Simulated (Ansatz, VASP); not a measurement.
One calculation of Be16CO, two programs

File INCAR:

```
  ALGO = Normal
  DIPOL = 0.5 0.5 0.316
  EDIFF = 1E-7
  ENCUT = 520
  GGA = PE
  IDIPOL = 3
  ISIF = 2
  ISMEAR = 0
  LASPH = True
  LCHARG = False
  LDIPOL = True
  LREAL = Auto
  LWAVE = False
  NBANDS = 36
  NELM = 100
  PREC = Accurate
  SIGMA = 0.1
```

The input KPOINTS:

```
k-points
0
Gamma
  6 6 1
```

Contents of POSCAR:

```
Be16CO
1.0
    4.5254381410      0.0000000000      0.0000000000
   -2.2627190705      3.9191443934      0.0000000000
    0.0000000000      0.0000000000     23.4761687145
Be C O
16 1 1
Direct
    0.3333333333      0.1666666667      0.1703855535
    0.3333333333      0.6666666667      0.1703855535
    0.8333333333      0.1666666667      0.1703855535
    0.8333333333      0.6666666667      0.1703855535
    0.1666666667      0.3333333333      0.2463521558
    0.1666666667      0.8333333333      0.2463521558
    0.6666666667      0.3333333333      0.2463521558
    0.6666666667      0.8333333333      0.2463521558
    0.3333333333      0.1666666667      0.3241941575
    0.3333333333      0.6666666667      0.3241941575
    0.8333333333      0.1666666667      0.3241941575
    0.8333333333      0.6666666667      0.3241941575
    0.1666666667      0.3333333333      0.4036505628
    0.1666666667      0.8333333333      0.4036505628
    0.6666666667      0.3333333333      0.4036505628
    0.6666666667      0.8333333333      0.4036505628
    0.1666666667      0.3333333333      0.5301618363
    0.2049696816      0.2950303184      0.5778899802
```

Input for Ansatz:

```yaml
crystal:
  lattice:
    - [4.525438141, 0.0, 0.0]
    - [-2.2627190705, 3.9191443934, 0.0]
    - [0.0, 0.0, 23.4761687145]
  atoms:
    - { symbol: Be, position: [0.3333333333, 0.1666666667, 0.1703855535] }
    - { symbol: Be, position: [0.3333333333, 0.6666666667, 0.1703855535] }
    - { symbol: Be, position: [0.8333333333, 0.1666666667, 0.1703855535] }
    - { symbol: Be, position: [0.8333333333, 0.6666666667, 0.1703855535] }
    - { symbol: Be, position: [0.1666666667, 0.3333333333, 0.2463521558] }
    - { symbol: Be, position: [0.1666666667, 0.8333333333, 0.2463521558] }
    - { symbol: Be, position: [0.6666666667, 0.3333333333, 0.2463521558] }
    - { symbol: Be, position: [0.6666666667, 0.8333333333, 0.2463521558] }
    - { symbol: Be, position: [0.3333333333, 0.1666666667, 0.3241941575] }
    - { symbol: Be, position: [0.3333333333, 0.6666666667, 0.3241941575] }
    - { symbol: Be, position: [0.8333333333, 0.1666666667, 0.3241941575] }
    - { symbol: Be, position: [0.8333333333, 0.6666666667, 0.3241941575] }
    - { symbol: Be, position: [0.1666666667, 0.3333333333, 0.4036505628] }
    - { symbol: Be, position: [0.1666666667, 0.8333333333, 0.4036505628] }
    - { symbol: Be, position: [0.6666666667, 0.3333333333, 0.4036505628] }
    - { symbol: Be, position: [0.6666666667, 0.8333333333, 0.4036505628] }
    - { symbol: C, position: [0.1666666667, 0.3333333333, 0.5301618363] }
    - { symbol: O, position: [0.2049696816, 0.2950303184, 0.5778899802] }
basis:
  ecutwfc: 420
kpoints:
  mp_grid: { grid: [6, 6, 1] }
hamiltonian:
  xc: pbe
scf:
  occupations: { method: gaussian, width: 0.1 }
output:
  forces: true
  eigenvalues: true
efield:
  axis: 3
  dipole_correction: true
  ramp_width: 0.04
```

Alike in both runs: task single point; functional PBE; k mesh 6 × 6 × 1; occupations gaussian, width 0.1 eV; no spin polarisation.

|  | VASP | Ansatz |
| --- | --- | --- |
| version | VASP 6.6.1 | Ansatz 0.2.0 |
| potentials or method | VASP PAW PBE potentials, release 64 (Be, C, O), cutoff 520 eV | scalar-relativistic, plane waves, PAW |
| valence electrons in the cell | 42 | 42 |

Ansatz gave:

- gap on the k mesh at the Fermi level (eV): none
- rms of the force components (eV/Å): 0.481

Question: What did VASP give for the same quantities?

Answer: gap on the k mesh at the Fermi level (eV): none; rms of the force components (eV/Å): 0.334.

Atom by atom the forces differ by 0.152 eV/Å (rms over components). A gap of «none» marks a metal or a gap that the smearing closes. With one functional, cell and mesh, what is left measures potentials, basis and numerics.

Noted on VASP's run: the standard files for N, O and F lose accuracy on very short bonds.
